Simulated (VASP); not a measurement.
# AlN (P6_3mc) in VASP: notebook, part 2 of 3

VASP 6.6.1.

## (3) Single point, r2SCAN

This run uses another cell than the first one: it holds 8 atoms, not 4.

Input file POSCAR:

```
AlN
1.0
    3.1066653462      0.0000000000      0.0000000000
   -1.5533326731      2.6904511108      0.0000000000
    0.0000000000      0.0000000000      9.9568096823
Al N
4 4
Direct
    0.3333333333      0.6666666667      0.0008464510
    0.3333333333      0.6666666667      0.5008464510
    0.6666666667      0.3333333333      0.2508464510
    0.6666666667      0.3333333333      0.7508464510
    0.3333333333      0.6666666667      0.1916535490
    0.3333333333      0.6666666667      0.6916535490
    0.6666666667      0.3333333333      0.4416535490
    0.6666666667      0.3333333333      0.9416535490
```

Input file INCAR.step1:

```
SYSTEM = AlN
PREC     = Accurate       ! precision mode
ENCUT    = 520            ! plane-wave cutoff, eV
ISMEAR   = 0              ! smearing method
SIGMA    = 0.05           ! smearing width, eV
LREAL    = .FALSE.        ! projectors in reciprocal space
LASPH    = .TRUE.         ! aspherical terms in the spheres
NELM     = 100            ! most SCF steps
NBANDS   = 26             ! bands
GGA      = PE             ! functional
ALGO     = Normal         ! electronic algorithm
EDIFF    = 1E-4           ! SCF threshold, eV
LWAVE    = .TRUE.         ! write WAVECAR
LCHARG   = .FALSE.        ! write CHGCAR
```

Input file INCAR.step2:

```
SYSTEM = AlN
PREC     = Accurate       ! precision mode
ENCUT    = 520            ! plane-wave cutoff, eV
EDIFF    = 1E-6           ! SCF threshold, eV
ISMEAR   = 0              ! smearing method
SIGMA    = 0.05           ! smearing width, eV
LREAL    = .FALSE.        ! projectors in reciprocal space
LASPH    = .TRUE.         ! aspherical terms in the spheres
NELM     = 100            ! most SCF steps
ALGO     = Normal         ! electronic algorithm
ISIF     = 2              ! what is computed and relaxed
LWAVE    = .FALSE.        ! write WAVECAR
LCHARG   = .FALSE.        ! write CHGCAR
METAGGA  = R2SCAN         ! meta-GGA
LMIXTAU  = .TRUE.       
NBANDS   = 26             ! bands
ISTART   = 1
```

Input file KPOINTS:

```
regular mesh
0
G
  12 12 2
  0 0 0
```

Potentials or basis: VASP PAW PBE potentials, release 64 (Al, N).

Run with:

```
$ cat potpaw_PBE.64/Al/POTCAR potpaw_PBE.64/N/POTCAR > POTCAR
$ cp INCAR.step1 INCAR
$ mpirun -np 1 vasp_std > vasp.out
$ cp INCAR.step2 INCAR
$ mpirun -np 1 vasp_std > vasp.out
```

OUTCAR:

```text
SYSTEM = AlN
   PREC = Accurate
   ENCUT = 520
   EDIFF = 1E-6
   ISMEAR = 0
   LREAL = .FALSE.
   LASPH = .TRUE.
   NELM = 100
   ISIF = 2
   METAGGA = R2SCAN
   ISTART = 1

 ion  position               nearest neighbor table
   1  0.333  0.667  0.001-   8 1.89   8 1.89   8 1.89   5 1.90   3 3.07   4 3.07   4 3.07   3 3.07
                             4 3.07   3 3.07
   2  0.333  0.667  0.501-   7 1.89   7 1.89   7 1.89   6 1.90   3 3.07   4 3.07   4 3.07   3 3.07
                             4 3.07   3 3.07
   3  0.667  0.333  0.251-   5 1.89   5 1.89   5 1.89   7 1.90   2 3.07   1 3.07   1 3.07   2 3.07
                             2 3.07   1 3.07
   4  0.667  0.333  0.751-   6 1.89   6 1.89   6 1.89   8 1.90   2 3.07   1 3.07   1 3.07   2 3.07
                             2 3.07   1 3.07
   5  0.333  0.667  0.192-   3 1.89   3 1.89   3 1.89   1 1.90
   6  0.333  0.667  0.692-   4 1.89   4 1.89   4 1.89   2 1.90
   7  0.667  0.333  0.442-   2 1.89   2 1.89   2 1.89   3 1.90
   8  0.667  0.333  0.942-   1 1.89   1 1.89   1 1.89   4 1.90
[... 7 lines left out ...]
 A1 = (   3.1066653462,   0.0000000000,   0.0000000000)
 A2 = (  -1.5533326731,   2.6904511108,   0.0000000000)
 A3 = (   0.0000000000,   0.0000000000,   9.9568096823)

Analysis of symmetry for initial positions (statically):
=====================================================================
 Subroutine PRICEL returns following result:

  LATTYP: Found a hexagonal cell.
 ALAT       =     3.1066653462
 C/A-ratio  =     1.6024915098

  Lattice vectors:

 A1 = (   3.1066653462,   0.0000000000,   0.0000000000)
 A2 = (  -1.5533326731,   2.6904511108,   0.0000000000)
 A3 = (   0.0000000000,   0.0000000000,   4.9784048411)

   2 primitive cells build up your supercell.

 Routine SETGRP: Setting up the symmetry group for a
 hexagonal supercell.

 Subroutine GETGRP returns: Found 12 space group operations
 (whereof  6 operations were pure point group operations)
 out of a pool of 24 trial point group operations.

The static configuration has the point symmetry C_3v.
 The point group associated with its full space group is C_6v.

[... 150 lines left out ...]
  Fermi-wavevector in a.u.,A,eV,Ry     =   1.190451  2.249626 19.281821  1.417174
  Thomas-Fermi vector in A             =   2.326535
   LORBIT       =      0    0 simple, 1 ext, 2 COOP (PROOUT), +10 PAW based schemes
   METAGGA = R2SCAN    functional components
   LHFCALC =     F    Hartree Fock is set to
   AEXX    =    0.0000 exact exchange contribution
   IVDW    =     0    specifies the selected vdW correction
   LEPSILON=     F    determine dielectric tensor
   LRPA    =     F    only Hartree local field effects (RPA)
 non-spin polarized calculation
 Gauss-broadening in eV      SIGMA  =   0.05
  energy-cutoff  :      520.00
  volume of cell :       83.22
 maximum number of plane-waves:      2256
 NGX is ok and might be reduce to    24

 number of electron      31.9999994 magnetization

 Free energy of the ion-electron system (eV)
  ---------------------------------------------------
  ext. energy  EPLUGINS =         0.00000000
  ---------------------------------------------------
  free energy    TOTEN  =       -76.91261875 eV

  energy without entropy =      -76.91261875  energy(sigma->0) =      -76.91261875

 E-fermi :   6.2089     XC(G=0): -11.4168

 val. band max:        5.9188881578   @ k =   0.0000   0.0000   0.0000
 cond. band min:      10.8392278088   @ k =   0.0000   0.0000   0.0000
 fundamental gap:      4.9203396510
 Fermi energy:         6.2088884380

 k-point     1 :       0.0000    0.0000    0.0000
  band No.  band energies     occupation
      1     -10.0622      2.00000
      2      -9.1725      2.00000
      3      -9.1725      2.00000
      4      -7.9401      2.00000
      5      -0.1507      2.00000
      6       2.5447      2.00000
[... 685 lines left out ...]
     25      18.1333      0.00000
     26      18.1333      0.00000

 [... further k-points ...]
[... 5 lines left out ...]
  --------------------------------------------------------------------------------------
  -------------------------------------------------------------------------------------
  Total       -0.2005526     -0.2005526     -0.2002437      0.0000000      0.0000000      0.0000000
  in kB       -3.8609930     -3.8609930     -3.8550463      0.0000000      0.0000000      0.0000000
  external PRESSURE =      -3.8590108 kB  Pullay stress =       0.0000000 kB

 VOLUME and BASIS-vectors are now :
 -----------------------------------------------------------------------------
  energy-cutoff  :      520.00
  volume of cell :       83.22
      direct lattice vectors                 reciprocal lattice vectors
     3.106665346  0.000000000  0.000000000     0.321888549  0.185842440  0.000000000
    -1.553332673  2.690451111  0.000000000     0.000000000  0.371684881  0.000000000
     0.000000000  0.000000000  9.956809682     0.000000000  0.000000000  0.100433777

 POSITION                                       TOTAL-FORCE (eV/Angst)
 -----------------------------------------------------------------------------------
     -0.00000      1.79363      0.00843        -0.000000      0.000000      0.000389
     -0.00000      1.79363      4.98683        -0.000000      0.000000      0.000389
      1.55333      0.89682      2.49763         0.000000     -0.000000      0.000389
      1.55333      0.89682      7.47604         0.000000     -0.000000      0.000389
     -0.00000      1.79363      1.90826         0.000000      0.000000     -0.000389
     -0.00000      1.79363      6.88666         0.000000      0.000000     -0.000389
      1.55333      0.89682      4.39746         0.000000      0.000000     -0.000389
      1.55333      0.89682      9.37587         0.000000      0.000000     -0.000389
 -----------------------------------------------------------------------------------
    total drift:                               -0.000000      0.000000     -0.001208

  FREE ENERGIE OF THE ION-ELECTRON SYSTEM (eV)
  ---------------------------------------------------
  free  energy   TOTEN  =       -76.9126187453 eV

  energy  without entropy=      -76.9126187453  energy(sigma->0) =      -76.91261875
```

OSZICAR.step1:

```text
N       E                     dE             d eps       ncg     rms          rms(c)
DAV:   1     0.114342989768E+03    0.11434E+03   -0.14922E+04  1976   0.111E+03
DAV:   2    -0.593097209035E+02   -0.17365E+03   -0.16274E+03  2654   0.233E+02
DAV:   3    -0.689750320229E+02   -0.96653E+01   -0.96134E+01  2696   0.557E+01
DAV:   4    -0.690604088824E+02   -0.85377E-01   -0.85337E-01  2288   0.601E+00
DAV:   5    -0.690616016908E+02   -0.11928E-02   -0.11926E-02  2642   0.707E-01    0.173E+01
DAV:   6    -0.595117039439E+02    0.95499E+01   -0.30432E+01  2482   0.292E+01    0.600E+00
DAV:   7    -0.595593816075E+02   -0.47678E-01   -0.14910E+00  2344   0.633E+00    0.420E+00
DAV:   8    -0.595427034660E+02    0.16678E-01   -0.13455E-01  2340   0.256E+00    0.643E-01
DAV:   9    -0.595344347965E+02    0.82687E-02   -0.34825E-02  2630   0.952E-01    0.308E-01
DAV:  10    -0.595358010900E+02   -0.13663E-02   -0.53057E-03  2354   0.367E-01    0.181E-01
DAV:  11    -0.595356315835E+02    0.16951E-03   -0.53957E-04  2254   0.128E-01    0.407E-02
DAV:  12    -0.595356369318E+02   -0.53484E-05   -0.18236E-05  1194   0.303E-02
   1 F= -.59535637E+02 E0= -.59535637E+02  d E =-.543911E-12
```

Run time: 3 min. Hardware: 1 thread of Intel Xeon Platinum 8375C at 2.90GHz (Ice Lake), shared host; peak memory 0.23 GiB.

Results:

```
Free energy            : -76.9126 eV
Pressure               : -0.4 GPa
Band gap on the k mesh : 4.92 eV
```

Caveat: the PAW data sets were made with another functional, which shifts forces and pressure a little. r2SCAN opens gaps a little over a GGA but as a rule still falls short of measured ones.

(Continued in part 3 of 3.)
